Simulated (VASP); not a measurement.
# TiSi (Cmmm) in VASP: a series of runs, part 2 of 2

VASP 6.6.1. Earlier steps stand in the parts before.

## Step 5: Single point, PBEsol

This run uses another cell than the first one: it holds 8 atoms, not 4.

File INCAR:

```
SYSTEM = TiSi
PREC     = Accurate       ! precision mode
ENCUT    = 520            ! plane-wave cutoff, eV
EDIFF    = 1E-7           ! SCF threshold, eV
ISMEAR   = 0              ! smearing method
SIGMA    = 0.1            ! smearing width, eV
LREAL    = .FALSE.        ! projectors in reciprocal space
LASPH    = .TRUE.         ! aspherical terms in the spheres
NELM     = 60             ! most SCF steps
ALGO     = Normal         ! electronic algorithm
ISIF     = 2              ! what is computed and relaxed
LWAVE    = .FALSE.        ! write WAVECAR
LCHARG   = .FALSE.        ! write CHGCAR
GGA      = PS             ! functional
NBANDS   = 42             ! bands
```

File KPOINTS:

```
Automatic mesh
0
G
  10 6 10
  0 0 0
```

File POSCAR:

```
TiSi
1.0
    3.6007917025      0.0000000000      0.0000000000
    0.0000000000      7.5785649884      0.0000000000
    0.0000000000      0.0000000000      4.1428982180
Ti Si
4 4
Direct
    0.0000000000      0.5000000000      0.0507574441
    0.5000000000      0.5000000000      0.5507434942
    0.5000000000      0.0000000000      0.5507465083
    0.0000000000      0.0000000000      0.0507528502
    0.0000000000      0.7499993729      0.5507483870
    0.0000000000      0.2500006271      0.5507483870
    0.5000000000      0.2499997041      0.0507514646
    0.5000000000      0.7500002959      0.0507514646
```

Potentials or basis: VASP PAW PBE potentials, release 64 (Ti_sv, Si).

Started as:

```console
> cat potpaw_PBE.64/Ti_sv/POTCAR potpaw_PBE.64/Si/POTCAR > POTCAR
> mpirun -np 1 vasp_std > vasp.out
```

OUTCAR:

```text
SYSTEM = TiSi
   PREC = Accurate
   ENCUT = 520
   EDIFF = 1E-7
   ISMEAR = 0
   LREAL = .FALSE.
   LASPH = .TRUE.
   NELM = 60
   ISIF = 2
   GGA = PS

 ion  position               nearest neighbor table
   1  0.000  0.500  0.051-   7 2.61   8 2.61   7 2.61   8 2.61   2 2.74   2 2.74   2 2.74   2 2.74
                             6 2.81   5 2.81   5 2.81   6 2.81
   2  0.500  0.500  0.551-   5 2.61   6 2.61   5 2.61   6 2.61   1 2.74   1 2.74   1 2.74   1 2.74
                             7 2.81   8 2.81   8 2.81   7 2.81
   3  0.500  0.000  0.551-   5 2.61   6 2.61   5 2.61   6 2.61   4 2.74   4 2.74   4 2.74   4 2.74
                             7 2.81   8 2.81   8 2.81   7 2.81
[... 1324 lines left out ...]
  external PRESSURE =       0.4697787 kB  Pullay stress =       0.0000000 kB

 VOLUME and BASIS-vectors are now :
 -----------------------------------------------------------------------------
  energy-cutoff  :      520.00
  volume of cell :      113.05
      direct lattice vectors                 reciprocal lattice vectors
     3.600791703  0.000000000  0.000000000     0.277716703  0.000000000  0.000000000
     0.000000000  7.578564988  0.000000000     0.000000000  0.131951102  0.000000000
     0.000000000  0.000000000  4.142898218     0.000000000  0.000000000  0.241376917

 POSITION                                       TOTAL-FORCE (eV/Angst)
 -----------------------------------------------------------------------------------
      0.00000      3.78928      0.21028        -0.000000      0.000000     -0.000378
      1.80040      3.78928      2.28167         0.000000     -0.000000      0.000378
      1.80040      0.00000      2.28169         0.000000     -0.000000      0.000378
      0.00000      0.00000      0.21026        -0.000000      0.000000     -0.000378
      0.00000      5.68392      2.28169        -0.000000      0.000000      0.000088
      0.00000      1.89465      2.28169        -0.000000      0.000000      0.000088
      1.80040      1.89464      0.21026        -0.000000      0.000000     -0.000088
      1.80040      5.68393      0.21026         0.000000      0.000000     -0.000088
 -----------------------------------------------------------------------------------
    total drift:                                0.000000      0.000000     -0.011827

  FREE ENERGIE OF THE ION-ELECTRON SYSTEM (eV)
  ---------------------------------------------------
  free  energy   TOTEN  =       -61.3230071622 eV

  energy  without entropy=      -61.3007839032  energy(sigma->0) =      -61.31189553
```

OSZICAR:

```text
N       E                     dE             d eps       ncg     rms          rms(c)
DAV:   1     0.767136980980E+03    0.76714E+03   -0.29237E+04 12096   0.172E+03
DAV:   2     0.346545154542E+02   -0.73248E+03   -0.71027E+03 12096   0.533E+02
DAV:   3    -0.570459213339E+02   -0.91700E+02   -0.87878E+02 18800   0.162E+02
DAV:   4    -0.671540065190E+02   -0.10108E+02   -0.99147E+01 19198   0.472E+01
DAV:   5    -0.676145043822E+02   -0.46050E+00   -0.45945E+00 18110   0.935E+00    0.244E+01
DAV:   6    -0.618183295580E+02    0.57962E+01   -0.50446E+01 15910   0.433E+01    0.745E+00
DAV:   7    -0.613629465842E+02    0.45538E+00   -0.66264E+00 16406   0.147E+01    0.545E+00
DAV:   8    -0.613140108574E+02    0.48936E-01   -0.56370E-01 16084   0.445E+00    0.911E-01
DAV:   9    -0.613199843191E+02   -0.59735E-02   -0.75212E-02 17758   0.127E+00    0.771E-01
DAV:  10    -0.613231733305E+02   -0.31890E-02   -0.11216E-02 15504   0.792E-01    0.119E-01
DAV:  11    -0.613229901267E+02    0.18320E-03   -0.15065E-03 17246   0.262E-01    0.100E-01
DAV:  12    -0.613230055628E+02   -0.15436E-04   -0.23321E-04 15746   0.880E-02    0.144E-02
DAV:  13    -0.613230062770E+02   -0.71424E-06   -0.10402E-05 18840   0.185E-02    0.112E-02
DAV:  14    -0.613230071829E+02   -0.90590E-06   -0.22253E-06 13236   0.996E-03    0.895E-04
DAV:  15    -0.613230071622E+02    0.20663E-07   -0.33768E-07 12668   0.275E-03
   1 F= -.61323007E+02 E0= -.61311896E+02  d E =-.222233E-01
```

stdout:

```text
POSCAR found type information on POSCAR TiSi
 POSCAR found :  2 types and       8 ions
 scaLAPACK will be used
 -----------------------------------------------------------------------------
|                                                                             |
|                                                                             |
|     You enforced a specific xc type in the INCAR file but a different       |
|     I HOPE YOU KNOW WHAT YOU ARE DOING!                                     |
|                                                                             |
 -----------------------------------------------------------------------------

 LDA part: xc-table for (Slater+PW92), standard interpolation
 POSCAR, INCAR and KPOINTS ok, starting setup
 FFT: planning ... GRIDC
 FFT: planning ... GRID_SOFT
 FFT: planning ... GRID
 WAVECAR not read
 entering main loop
```

Wall time 6.6 min (1 thread of AMD EPYC 9R45 (Zen 5), shared host); peak memory 0.54 GiB.

What came out:

```yaml
Free_energy: -61.3230 eV
Pressure: 0.0 GPa
Band_gap_on_the_k_mesh: zero (bands 32 and 33 overlap by 1.06 eV)
```

Stress tensor (GPa, compression positive):
```
 0.06  0.00  0.00
 0.00  0.11  0.00
 0.00  0.00 -0.02
```

Caveat: the PAW data sets were made with another functional, which shifts forces and pressure a little.

## Step 6: Summary

| cell | k mesh | gap on the mesh (eV) | pressure (GPa) |
| --- | --- | --- | --- |
| a = 3.547, b = 4.081, c = 3.838 Å, 4 atoms, atomic positions A | 14 × 12 × 14 | none | 2.2 |
| a = 3.601, b = 4.143, c = 3.789 Å, 4 atoms, atomic positions A | 14 × 12 × 14 | none | 0.1 |
| a = 3.583, b = 7.533, c = 4.063 Å, 8 atoms, atomic positions B | 10 × 6 × 10 | none | 4.5 |
| a = 3.601, b = 7.579, c = 4.143 Å, 8 atoms, atomic positions B | 10 × 6 × 10 | none | 0.0 |

Alike in all rows: task single point; level PBEsol; potentials or basis VASP PAW PBE potentials, release 64 (Ti_sv, Si); no spin polarisation; cutoff (eV) 520; smearing gaussian 0.1 eV.

Caveats: the PAW data sets were made with another functional, which shifts forces and pressure a little; the cell stands under pressure (at least some runs).

Absolute energies hang on the potentials; compare differences alone.
